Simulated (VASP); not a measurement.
A run of VASP 6.6.1 is set up as follows.

Contents of INCAR:

```
SYSTEM = Co
PREC = Accurate ; ENCUT = 520
EDIFF = 1E-6 ; ISMEAR = -1
SIGMA = 0.05 ; LREAL = .FALSE.
LASPH = .TRUE. ; NELM = 150
ALGO = Normal ; ISIF = 2
LWAVE = .FALSE. ; LCHARG = .TRUE.
ISPIN = 2 ; MAGMOM = 1.7 1.7 1.7
LORBIT = 11 ; LMAXMIX = 4
GGA = PE ; LELF = .TRUE.
LVHAR = .TRUE. ; NBANDS = 24
```

Contents of KPOINTS:

```
regular mesh
0
G
  10 10 14
  0 0 0
```

Contents of POSCAR:

```
Co
1.0
    3.9609874913      0.0000000000      0.0000000000
   -1.9804937456      3.4303157915      0.0000000000
    0.0000000000      0.0000000000      2.4403879364
Co
3
Direct
    0.0000000000      0.0000000000      0.0000000000
    0.3333333333      0.6666666667      0.5000000000
    0.6666666667      0.3333333333      0.5000000000
```

Potentials or basis: VASP PAW PBE potentials, release 64 (Co).

The run is started by

```bash
$ cat potpaw_PBE.64/Co/POTCAR > POTCAR
$ mpirun -np 1 vasp_std > vasp.out
```

(1) What does it give for the site moments?

(2) What does it give for the net moment?

(3) Estimate the pressure.

Results:

(1) Co +1.62, +1.68 μB.

(2) 4.92 μB per cell.

(3) -0.7 GPa.
